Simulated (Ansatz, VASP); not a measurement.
One calculation of SnCl3, two programs

The input INCAR:

```
SYSTEM = SnCl3
PREC = Accurate
ENCUT = 520
EDIFF = 1E-7
ISMEAR = 0
SIGMA = 0.1
LREAL = .FALSE.
LASPH = .TRUE.
NELM = 60
ALGO = Normal
ISIF = 2
LWAVE = .FALSE.
LCHARG = .TRUE.
GGA = PE
LELF = .TRUE.
LVHAR = .TRUE.
NBANDS = 26
```

KPOINTS

```
regular mesh
0
G
  6 6 2
  0 0 0
```

POSCAR

```
SnCl3
1.0
    3.2160157600      0.0000000000      0.0000000000
   -1.6080078800      2.7851513500      0.0000000000
    0.0000000000      0.0000000000     11.5537748400
Sn Cl
1 3
Direct
    0.0000000000      0.0000000000      0.5000000000
    0.0000000000      0.0000000000      0.0000000000
    0.3333333300      0.6666666700      0.7547884000
    0.3333333300      0.6666666700      0.2452116000
```

Input for Ansatz:

```yaml
crystal:
  lattice:
    - [3.21601576, 0.0, 0.0]
    - [-1.60800788, 2.78515135, 0.0]
    - [0.0, 0.0, 11.55377484]
  atoms:
    - { symbol: Sn, position: [0.0, 0.0, 0.5] }
    - { symbol: Cl, position: [0.0, 0.0, 0.0] }
    - { symbol: Cl, position: [0.33333333, 0.66666667, 0.7547884] }
    - { symbol: Cl, position: [0.33333333, 0.66666667, 0.2452116] }
basis:
  ecutwfc: 420
kpoints:
  mp_grid: { grid: [6, 6, 2] }
hamiltonian:
  xc: pbe
scf:
  occupations: { method: gaussian, width: 0.1 }
  lower_state_search: "off"
output:
  forces: true
  stress: true
  eigenvalues: true
```

Change from the starting cell: species swapped into the Cd3Hg type (P-6m2, No. 187).

Alike in both runs: task single point; functional PBE; k mesh 6 × 6 × 2; occupations gaussian, width 0.1 eV; no spin polarisation.

|  | VASP | Ansatz |
| --- | --- | --- |
| version | VASP 6.6.1 | Ansatz 0.2.0 |
| potentials or method | VASP PAW PBE potentials, release 64 (Sn_d, Cl), cutoff 520 eV | scalar-relativistic, plane waves, PAW |
| valence electrons in the cell | 35 | 35 |

```tsv
	VASP	Ansatz	Ansatz less VASP
gap on the k mesh at the Fermi level (eV)	none	none	-
pressure (GPa)	-2.9	-2.8	+0.08
traceless stress, the component that is largest in VASP (GPa)	-3.00	-3.00	-0.001
rms of the force components (eV/Å)	0.444	0.443	-0.0009
```

Atom by atom the forces differ by 0.001 eV/Å (rms over components). A gap of «none» marks a metal or a gap that the smearing closes. The functional is the same, so the differences come from potentials, cutoffs and numerics.

The k mesh is coarse, so the values compare programs but aren't converged.
